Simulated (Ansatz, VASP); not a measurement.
# Two plane-wave programs on Ta6F

File INCAR:

```
SYSTEM = Ta6F
ALGO = Fast ; DIPOL = 0.5 0.5 0.334
EDIFF = 1E-6 ; ENCUT = 520
IDIPOL = 3 ; ISIF = 2
ISMEAR = 0 ; ISPIN = 2
LASPH = .TRUE. ; LCHARG = .FALSE.
LDIPOL = .TRUE. ; LMAXMIX = 4
LORBIT = 11 ; LREAL = .FALSE.
LWAVE = .FALSE. ; MAGMOM = 0 0 0 0 0 0 1
NBANDS = 50 ; NELM = 150
PREC = Accurate ; SIGMA = 0.1
```

File KPOINTS:

```
k-points
0
G
  6 6 1
  0 0 0
```

POSCAR

```
Ta6F
1.0
    4.6002247516      0.0000000000      0.0000000000
   -2.3001123758      3.9839114980      0.0000000000
    0.0000000000      0.0000000000     21.4017722141
Ta F
6 1
Direct
    0.6666666667      0.3333333333      0.1869004099
    0.3333333333      0.6666666667      0.2307760729
    0.0000000000      0.0000000000      0.2746517360
    0.6666666667      0.3333333333      0.3157775353
    0.3333333333      0.6666666667      0.3543568624
    0.0000000000      0.0000000000      0.3925736677
    0.8888888889     -0.8888888889      0.5808758307
```

Input for Ansatz:

```yaml
crystal:
  lattice:
    - [4.6002247516, 0.0, 0.0]
    - [-2.3001123758, 3.983911498, 0.0]
    - [0.0, 0.0, 21.4017722141]
  atoms:
    - { symbol: Ta, position: [0.6666666667, 0.3333333333, 0.1869004099] }
    - { symbol: Ta, position: [0.3333333333, 0.6666666667, 0.2307760729] }
    - { symbol: Ta, position: [0.0, 0.0, 0.274651736] }
    - { symbol: Ta, position: [0.6666666667, 0.3333333333, 0.3157775353] }
    - { symbol: Ta, position: [0.3333333333, 0.6666666667, 0.3543568624] }
    - { symbol: Ta, position: [0.0, 0.0, 0.3925736677] }
    - { symbol: F, position: [0.8888888889, -0.8888888889, 0.5808758307], spin: 1.0 }
basis:
  ecutwfc: 420
kpoints:
  mp_grid: { grid: [6, 6, 1] }
hamiltonian:
  xc: lda
  pseudopotentials: { kind: paw, azcp: { folder: soft_1 } }
scf:
  occupations: { method: gaussian, width: 0.1 }
output:
  forces: true
  eigenvalues: true
  populations: true
magnetization:
  spin_polarized: true
efield:
  axis: 3
  dipole_correction: true
  ramp_width: 0.04
```

Alike in both runs: task single point; functional LDA; k mesh 6 × 6 × 1; occupations gaussian, width 0.1 eV; collinear spin.

|  | VASP | Ansatz |
| --- | --- | --- |
| version | VASP 6.6.1 | Ansatz 0.2.0 |
| potentials or method | VASP PAW LDA potentials, release 64 (Ta_pv, F), cutoff 520 eV | scalar-relativistic, plane waves, PAW |
| valence electrons in the cell | 73 | 85 |

|  | VASP | Ansatz | Ansatz less VASP |
| --- | --- | --- | --- |
| gap on the k mesh at the Fermi level (eV) | none | none | - |
| rms of the force components (eV/Å) | 0.737 | 0.720 | -0.0171 |
| net moment per atom (μB) | 0.00 | 0.10 | +0.102 |
| size of the moment on the site where the two differ most (μB) | 0.00 | 0.72 | +0.718 |

The net moments are unlike, so the other rows may belong to different states. Ansatz warns that its potentials were made for another functional, while VASP's fit it. LDA's correlation is that of Perdew and Zunger in VASP and of Perdew and Wang (1992) in Ansatz. Site moments also hang on the region over which each program counts them. Atom by atom the forces differ by 0.046 eV/Å (rms over components). A gap of «none» marks a metal or a gap that the smearing closes. VASP's potentials hold 73 valence electrons a cell and Ansatz's 85, so a difference there can come from the potentials and not from the codes.

Spin-orbit coupling is off throughout.
